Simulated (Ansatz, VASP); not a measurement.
# One calculation of PbO3, two programs

```xyz
4
Lattice="-1.8183 1.8183 4.0617 1.8183 -1.8183 4.0617 1.8183 1.8183 -4.0617" Properties=species:S:1:pos:R:3 pbc="T T T"
Pb    0.0000    0.0000    0.0000
O     0.0000    0.0000    4.0617
O     1.8183    0.0000    2.0308
O     0.0000    1.8183    2.0308
```

Alike in both runs: task single point; functional PBE; k mesh 8 × 8 × 8; occupations gaussian, width 0.1 eV; no spin polarisation.

```csv
,VASP,Ansatz
version,VASP 6.6.1,Ansatz 0.2.0
potentials or method,"VASP PAW PBE potentials, release 64 (Pb_d, O), cutoff 520 eV","scalar-relativistic, plane waves, PAW"
valence electrons in the cell,32,32
```

```csv
,VASP,Ansatz,Ansatz less VASP
gap on the k mesh at the Fermi level (eV),none,none,-
pressure (GPa),-12.5,-12.5,+0.05
"traceless stress, the component that is largest in VASP (GPa)",4.70,4.71,+0.014
```

A gap of «none» marks a metal or a gap that the smearing closes.

Spin-orbit coupling is off throughout.
